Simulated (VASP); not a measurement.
Input of a VASP 6.6.1 run:

File INCAR:

```
SYSTEM = Mo
ALGO = Normal
EDIFF = 1E-6
ENCUT = 520
GGA = RE
ISIF = 2
ISMEAR = -1
ISPIN = 2
IVDW = 12
LASPH = .TRUE.
LCHARG = .TRUE.
LELF = .TRUE.
LMAXMIX = 4
LORBIT = 11
LREAL = .FALSE.
LVHAR = .TRUE.
LWAVE = .FALSE.
MAGMOM = 1.14
NBANDS = 17
NELM = 150
PREC = Accurate
SIGMA = 0.025
```

The input KPOINTS:

```
k-points
0
G
  12 12 12
  0 0 0
```

POSCAR

```
Mo
1.0
   -1.5838089719      1.5838089719      1.5838089719
    1.5838089719     -1.5838089719      1.5838089719
    1.5838089719      1.5838089719     -1.5838089719
Mo
1
Direct
    0.0000000000      0.0000000000      0.0000000000
```

Potentials or basis: VASP PAW PBE potentials, release 64 (Mo_sv).

Launch:

```bash
$ cat potpaw_PBE.64/Mo_sv/POTCAR > POTCAR
$ mpirun -np 1 vasp_std > vasp.out
```

Problem. Predict the dispersion energy per atom.

Solution. -1.310 eV.

Problem. Predict the band gap on the k mesh.

Solution. Zero (filled and empty bands overlap).

Caveat: three body term missing.
